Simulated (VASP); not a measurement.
LiCl, 2 atoms in the cell. It takes space group I4/mmm (No. 139, tetragonal). The conventional cell has a = 3.917 Å, b = 3.917 Å, c = 4.924 Å, α = 90.00°, β = 90.00°, γ = 90.00°. Within 3.3 Å of Li (site symmetry 4/mmm) lie 6 Cl at 2.46 to 2.77 Å. Cl (site symmetry 4/mmm) has 6 Li at 2.46 to 2.77 Å within 3.3 Å.  This cell differs from its parent crystal: strain +0.080 along x and y, -0.040 along z.

| Property | Result |
| --- | --- |
| Program | VASP 6.6.1 |
| Task | single point |
| Functional | PBE |
| Potentials or basis | VASP PAW PBE potentials, release 64 (Li_sv, Cl) |
| Cutoff | 520 eV |
| k mesh | 8 × 8 × 8 |
| Occupations | gaussian, width 0.05 eV |
| Spin | no spin polarisation |
| Dipole correction | no |
| Further INCAR settings | ALGO = Normal; EDIFF = 1e-06; NBANDS = 12 |

Potentials or basis: VASP PAW PBE potentials, release 64 (Li_sv, Cl).

The run is started by

```sh
$ cat potpaw_PBE.64/Li_sv/POTCAR potpaw_PBE.64/Cl/POTCAR > POTCAR
$ mpirun -np 1 vasp_std > vasp.out
```

Hardware: 1 thread of Intel(R) Xeon(R) Platinum 8488C (Sapphire Rapids) (shared host).

How long does it take, and how much memory?

Run time: 23 s on 1 thread of Intel(R) Xeon(R) Platinum 8488C (Sapphire Rapids), with other jobs on the host, peak memory 0.16 GiB. Counts: scf iterations 12, k points 59.
